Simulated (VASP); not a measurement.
# La3GaMo3 (Pm-3m) in VASP: single point with r2SCAN

Aim: the single point of La3GaMo3 with r2SCAN.

All numbers are computed with VASP 6.6.1; they aren't measurements. Logs are shortened: lines on timing, memory, paths and dates and some standing lists are left out, and cuts for length are marked.

## 1. The cell of the first run

Symmetry: Pm-3m, No. 221, cubic system. Conventional cell: a = 5.661 Å, b = 5.661 Å, c = 5.661 Å, α = 90.00°, β = 90.00°, γ = 90.00°. La (site symmetry 4/mmm) has 4 Mo at 2.83 Å and 2 Ga at 2.83 Å within 3.7 Å. Mo (site symmetry 4/mmm) has 4 La at 2.83 Å within 3.7 Å. Within 3.7 Å of Ga (site symmetry m-3m) lie 6 La at 2.83 Å.

## 2. Single point, r2SCAN

Contents of POSCAR:

```
La3GaMo3
1.0
    5.6612130375      0.0000000000      0.0000000000
    0.0000000000      5.6612130375      0.0000000000
    0.0000000000      0.0000000000      5.6612130375
La Mo Ga
3 3 1
Direct
    0.5000000000      0.5000000000      0.0000000000
    0.0000000000      0.5000000000      0.5000000000
    0.5000000000      0.0000000000      0.5000000000
    0.5000000000      0.0000000000      0.0000000000
    0.0000000000      0.5000000000      0.0000000000
    0.0000000000      0.0000000000      0.5000000000
    0.5000000000      0.5000000000      0.5000000000
```

Contents of INCAR.step1:

```
PREC = Accurate
ENCUT = 520
ISMEAR = 0
SIGMA = 0.0143
LREAL = F
LASPH = T
NELM = 60
NBANDS = 53
GGA = PE
ALGO = Normal
EDIFF = 1E-4
LWAVE = T
LCHARG = F
```

Contents of INCAR.step2:

```
PREC = Accurate
ENCUT = 520
EDIFF = 1E-6
ISMEAR = 0
SIGMA = 0.0143
LREAL = F
LASPH = T
NELM = 60
ALGO = Normal
ISIF = 2
LWAVE = F
LCHARG = F
METAGGA = R2SCAN
LMIXTAU = T
NBANDS = 53
ISTART = 1
```

Contents of KPOINTS:

```
regular mesh
0
Gamma
  6 6 6
```

Potentials or basis: VASP PAW PBE potentials, release 64 (La, Mo_sv, Ga_d).

Run with:

```sh
> cat potpaw_PBE.64/La/POTCAR potpaw_PBE.64/Mo_sv/POTCAR potpaw_PBE.64/Ga_d/POTCAR > POTCAR
> cp INCAR.step1 INCAR
> mpirun -np 1 vasp_std > vasp.out
> cp INCAR.step2 INCAR
> mpirun -np 1 vasp_std > vasp.out
```

OUTCAR:

```text
PREC = Accurate
   ENCUT = 520
   EDIFF = 1E-6
   ISMEAR = 0
   LREAL = F
   LASPH = T
   NELM = 60
   ISIF = 2
   METAGGA = R2SCAN
   ISTART = 1

 ion  position               nearest neighbor table
   1  0.500  0.500  0.000-   4 2.83   5 2.83   7 2.83   7 2.83   4 2.83   5 2.83
   2  0.000  0.500  0.500-   5 2.83   6 2.83   7 2.83   5 2.83   6 2.83   7 2.83
   3  0.500  0.000  0.500-   4 2.83   6 2.83   7 2.83   4 2.83   7 2.83   6 2.83
   4  0.500  0.000  0.000-   1 2.83   3 2.83   3 2.83   1 2.83
   5  0.000  0.500  0.000-   1 2.83   2 2.83   2 2.83   1 2.83
   6  0.000  0.000  0.500-   2 2.83   3 2.83   2 2.83   3 2.83
   7  0.500  0.500  0.500-   1 2.83   2 2.83   3 2.83   1 2.83   3 2.83   2 2.83

  LATTYP: Found a simple cubic cell.
 ALAT       =     5.6612130375

  Lattice vectors:

 A1 = (   5.6612130375,   0.0000000000,   0.0000000000)
 A2 = (   0.0000000000,   5.6612130375,   0.0000000000)
 A3 = (   0.0000000000,   0.0000000000,   5.6612130375)

Analysis of symmetry for initial positions (statically):
=====================================================================
 Subroutine PRICEL returns:
 Original cell was already a primitive cell.

 Routine SETGRP: Setting up the symmetry group for a
 simple cubic supercell.

 Subroutine GETGRP returns: Found 48 space group operations
 (whereof 48 operations were pure point group operations)
 out of a pool of 48 trial point group operations.

The static configuration has the point symmetry O_h .

Analysis of symmetry for dynamics (positions and initial velocities):
=====================================================================
 Subroutine PRICEL returns:
 Original cell was already a primitive cell.

 Routine SETGRP: Setting up the symmetry group for a
 simple cubic supercell.

 Subroutine GETGRP returns: Found 48 space group operations
 (whereof 48 operations were pure point group operations)
 out of a pool of 48 trial point group operations.

The dynamic configuration has the point symmetry O_h .

 Subroutine INISYM returns: Found 48 space group operations
 (whereof 48 operations are pure point group operations),
 and found     1 'primitive' translations

----------------------------------------------------------------------------------------

                                     Primitive cell

  volume of cell :     181.4381

  direct lattice vectors                    reciprocal lattice vectors
     5.661213037  0.000000000  0.000000000     0.176640588  0.000000000  0.000000000
     0.000000000  5.661213037  0.000000000     0.000000000  0.176640588  0.000000000
     0.000000000  0.000000000  5.661213037     0.000000000  0.000000000  0.176640588

  length of vectors
     5.661213037  5.661213037  5.661213037     0.176640588  0.176640588  0.176640588

  position of ions in fractional coordinates (direct lattice)
     0.500000000  0.500000000  0.000000000
     0.000000000  0.500000000  0.500000000
     0.500000000  0.000000000  0.500000000
     0.500000000  0.000000000  0.000000000
     0.000000000  0.500000000  0.000000000
     0.000000000  0.000000000  0.500000000
     0.500000000  0.500000000  0.500000000

  ion indices of the primitive-cell ions
   primitive index   ion index
                 1           1
                 2           2
                 3           3
                 4           4
                 5           5
                 6           6
                 7           7

----------------------------------------------------------------------------------------

 KPOINTS: regular mesh

Automatic generation of k-mesh.
 Grid dimensions read from file:
 generate k-points for:    6    6    6

 Generating k-lattice:

  Cartesian coordinates                     Fractional coordinates (reciprocal lattice)
     0.029440098  0.000000000  0.000000000     0.166666667  0.000000000  0.000000000
     0.000000000  0.029440098  0.000000000     0.000000000  0.166666667  0.000000000
     0.000000000  0.000000000  0.029440098     0.000000000  0.000000000  0.166666667

  Length of vectors
     0.029440098  0.029440098  0.029440098

  Shift w.r.t. Gamma in fractional coordinates (k-lattice)
     0.000000000  0.000000000  0.000000000

 Subroutine IBZKPT returns following result:
 ===========================================

 Found     20 irreducible k-points:

 Following reciprocal coordinates:
            Coordinates               Weight
  0.000000  0.000000  0.000000      1.000000
  0.166667  0.000000  0.000000      6.000000
  0.333333  0.000000  0.000000      6.000000
  0.500000  0.000000  0.000000      3.000000
  0.166667  0.166667  0.000000     12.000000
  0.333333  0.166667  0.000000     24.000000
[... 12 lines left out ...]
  0.500000  0.500000  0.333333      6.000000
  0.500000  0.500000  0.500000      1.000000
   k-points           NKPTS =     20   k-points in BZ     NKDIM =     20   number of bands    NBANDS=     53
   number of dos      NEDOS =    301   number of ions     NIONS =      7
   total plane-waves  NPLWV =  74088
   dimension x,y,z NGX =    42 NGY =   42 NGZ =   42
   dimension x,y,z NGXF=    84 NGYF=   84 NGZF=   84
   ions per type =               3   3   1
   NGX,Y,Z   is equivalent  to a cutoff of  12.33, 12.33, 12.33 a.u.
   NGXF,Y,Z  is equivalent  to a cutoff of  24.67, 24.67, 24.67 a.u.
 SYSTEM =  unknown system
   PREC   = accura    normal or accurate (medium, high low for compatibility)
   ISTART =      1    job   : 0-new  1-cont  2-samecut
   ICHARG =      0    charge: 1-file 2-atom 10-const
   ISPIN  =      1    spin polarized calculation?
   LNONCOLLINEAR =      F non collinear calculations
   LSORBIT =      F    spin-orbit coupling
   LASPH  =      T    aspherical Exc in radial PAW
   ENCUT  =  520.0 eV  38.22 Ry    6.18 a.u.  10.53 10.53 10.53*2*pi/ulx,y,z
   NELM   =     60;   NELMIN=  2; NELMDL=  0     # of ELM steps
   EDIFF  = 0.1E-05   stopping-criterion for ELM
   LREAL  =      F    real-space projection
   EDIFFG = 0.1E-04   stopping-criterion for IOM
   NSW    =      0    number of steps for IOM
   IBRION =     -1    ionic relax: 0-MD 1-quasi-New 2-CG
   NFREE  =      0    steps in history (QN), initial steepest desc. (CG)
   ISIF   =      2    stress and relaxation
   ISYM   =      2    0-nonsym 1-usesym 2-fastsym
   POTIM  = 0.5000    time-step for ionic-motion
   TEBEG  =    0.0;   TEEND  =   0.0 temperature during run
   PSTRESS=    0.0 pullay stress
   NELECT =      88.0000    total number of electrons
   NUPDOWN=      -1.0000    fix difference up-down
   EMIN   =  10.00;   EMAX   =-10.00  energy-range for DOS
   EFERMI =   0.00;   METHOD = LEGACY
   ISMEAR =     0;   SIGMA  =   0.01  broadening in eV -4-tet -1-fermi 0-gaus
   EFERMI_NEDOS =   21; number of points for ismear=-14 and -15
   IALGO  =     38    algorithm
   IMIX   =      4    mixing-type and parameters
     AMIX     =   0.40;   BMIX     =  1.00
     AMIX_MAG =   1.60;   BMIX_MAG =  1.00
  volume/ion in A,a.u.               =      25.92       174.91
  Fermi-wavevector in a.u.,A,eV,Ry     =   1.286252  2.430665 22.510097  1.654445
  Thomas-Fermi vector in A             =   2.418338
   LORBIT       =      0    0 simple, 1 ext, 2 COOP (PROOUT), +10 PAW based schemes
   METAGGA = R2SCAN    functional components
   LHFCALC =     F    Hartree Fock is set to
   AEXX    =    0.0000 exact exchange contribution
   IVDW    =     0    specifies the selected vdW correction
   LEPSILON=     F    determine dielectric tensor
   LRPA    =     F    only Hartree local field effects (RPA)
 non-spin polarized calculation
 Gauss-broadening in eV      SIGMA  =   0.01
  energy-cutoff  :      520.00
  volume of cell :      181.44
 maximum number of plane-waves:      4945
   NGX = 21   NGY = 21   NGZ = 21

 number of electron      88.0000015 magnetization

 Free energy of the ion-electron system (eV)
  ---------------------------------------------------
  ext. energy  EPLUGINS =         0.00000000
  ---------------------------------------------------
  free energy    TOTEN  =      -168.15306509 eV

  energy without entropy =     -168.14988446  energy(sigma->0) =     -168.15147478

 E-fermi :   7.7629     XC(G=0): -11.3214

 val. band max:        7.7614412744   @ k =   0.3333   0.3333   0.1667
 cond. band min:       7.7683305163   @ k =   0.5000   0.1667   0.1667
 fundamental gap:      0.0068892419
 Fermi energy:         7.7629341694

 k-point     1 :       0.0000    0.0000    0.0000
  band No.  band energies     occupation
      1     -54.5545      2.00000
      2     -54.5519      2.00000
      3     -54.5519      2.00000
      4     -28.1087      2.00000
      5     -28.1087      2.00000
      6     -28.1087      2.00000
[... 45 lines left out ...]
     52      10.4089      0.00000
     53      10.4089      0.00000

 k-point     2 :       0.1667    0.0000    0.0000
  band No.  band energies     occupation
      1     -54.5543      2.00000
      2     -54.5521      2.00000
      3     -54.5519      2.00000
      4     -28.1085      2.00000
      5     -28.1085      2.00000
      6     -28.1085      2.00000
[... 45 lines left out ...]
     52      10.4772      0.00000
     53      10.4772      0.00000

 k-point     3 :       0.3333    0.0000    0.0000
  band No.  band energies     occupation
      1     -54.5539      2.00000
      2     -54.5525      2.00000
      3     -54.5519      2.00000
      4     -28.1081      2.00000
      5     -28.1081      2.00000
      6     -28.1078      2.00000
[... 45 lines left out ...]
     52      10.1281      0.00000
     53      10.1281      0.00000
[... 841 lines left out ...]
 k-point    19 :       0.5000    0.5000    0.3333
  band No.  band energies     occupation
      1     -54.5528      2.00000
      2     -54.5528      2.00000
      3     -54.5528      2.00000
      4     -28.1246      2.00000
      5     -28.0991      2.00000
      6     -28.0974      2.00000
[... 45 lines left out ...]
     52       9.5156      0.00000
     53       9.6991      0.00000

 k-point    20 :       0.5000    0.5000    0.5000
  band No.  band energies     occupation
      1     -54.5528      2.00000
      2     -54.5528      2.00000
      3     -54.5528      2.00000
      4     -28.1263      2.00000
      5     -28.0974      2.00000
      6     -28.0974      2.00000
[... 45 lines left out ...]
     52       9.3908      0.00000
     53       9.4686      0.00000

------------------------ aborting loop because EDIFF is reached ----------------------------------------

  FORCE on cell =-STRESS in cart. coord.  units (eV):
  Direction    XX          YY          ZZ          XY          YZ          ZX
  --------------------------------------------------------------------------------------
  -------------------------------------------------------------------------------------
  Total        0.2391991      0.2391991      0.2391991      0.0000000      0.0000000     -0.0000000
  in kB        2.1122321      2.1122321      2.1122321      0.0000000      0.0000000     -0.0000000
  external PRESSURE =       2.1122321 kB  Pullay stress =       0.0000000 kB

 VOLUME and BASIS-vectors are now :
 -----------------------------------------------------------------------------
  energy-cutoff  :      520.00
  volume of cell :      181.44
      direct lattice vectors                 reciprocal lattice vectors
     5.661213037  0.000000000  0.000000000     0.176640588  0.000000000  0.000000000
     0.000000000  5.661213037  0.000000000     0.000000000  0.176640588  0.000000000
     0.000000000  0.000000000  5.661213037     0.000000000  0.000000000  0.176640588

 POSITION                                       TOTAL-FORCE (eV/Angst)
 -----------------------------------------------------------------------------------
      2.83061      2.83061      0.00000         0.000000      0.000000      0.000000
      0.00000      2.83061      2.83061         0.000000      0.000000      0.000000
      2.83061      0.00000      2.83061         0.000000      0.000000      0.000000
      2.83061      0.00000      0.00000         0.000000      0.000000      0.000000
      0.00000      2.83061      0.00000         0.000000      0.000000      0.000000
      0.00000      0.00000      2.83061         0.000000      0.000000      0.000000
      2.83061      2.83061      2.83061         0.000000      0.000000      0.000000
 -----------------------------------------------------------------------------------
    total drift:                                0.000000      0.000000     -0.000000

  FREE ENERGIE OF THE ION-ELECTRON SYSTEM (eV)
  ---------------------------------------------------
  free  energy   TOTEN  =      -168.1530650928 eV

  energy  without entropy=     -168.1498844620  energy(sigma->0) =     -168.15147478
```

It took 11 min on 1 thread of Intel Xeon Platinum 8488C (Sapphire Rapids), shared host; peak memory 0.41 GiB.

What came out:

```yaml
Free_energy: -168.1531 eV
Pressure: 0.2 GPa
Band_gap_on_the_k_mesh: zero (bands 44 and 45 overlap by 1.02 eV)
```

Levels at points of the mesh, in eV from the Fermi level:
```csv
k point,band 40,band 41,band 42,band 43,band 44,band 45,band 46,band 47,band 48,band 49
"(0.00, 0.00, 0.00)",-1.36,-1.25,-1.25,-0.78,0.98,0.98,0.98,1.34,1.34,1.34
"(0.50, 0.00, 0.00)",-1.49,-1.17,-0.75,-0.25,-0.03,-0.03,0.72,0.97,0.98,1.63
"(0.50, 0.50, 0.00)",-0.66,-0.60,-0.38,-0.32,-0.32,0.60,0.75,0.75,0.90,1.37
"(0.50, 0.50, 0.50)",-0.40,0.23,0.23,0.23,0.61,0.61,0.61,0.82,0.82,0.82
```

Caveat: the PAW data sets were made with another functional, which shifts forces and pressure a little; spin-orbit coupling is left out, which moves the levels of the heavy elements.
